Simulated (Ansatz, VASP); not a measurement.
# One calculation of LiF, two programs

```
CELL_PARAMETERS angstrom
3.17803 0.00000 0.00000
-1.58902 2.75226 0.00000
0.00000 0.00000 4.55254
ATOMIC_POSITIONS crystal
Li 0.33333 0.66667 0.38107
Li 0.66667 0.33333 0.88107
F 0.33333 0.66667 0.99393
F 0.66667 0.33333 0.49393
```

Alike in both runs: task single point; functional PBE; k mesh 9 × 9 × 6; occupations gaussian, width 0.05 eV; no spin polarisation.

|  | VASP | Ansatz |
| --- | --- | --- |
| version | VASP 6.6.1 | Ansatz 0.2.0 |
| potentials or method | VASP PAW PBE potentials, release 64 (Li_sv, F), cutoff 520 eV | scalar-relativistic, plane waves, PAW |
| valence electrons in the cell | 20 | 20 |

```tsv
	VASP	Ansatz	Ansatz less VASP
gap on the k mesh at the Fermi level (eV)	7.70	7.72	+0.012
least direct gap on the mesh (eV)	7.70	7.72	+0.012
rms of the force components (eV/Å)	0.286	0.271	-0.0147
```

Atom by atom the forces differ by 0.015 eV/Å (rms over components).

Noted on VASP's run: the cutoff is short for stress, so the pressure is rough.
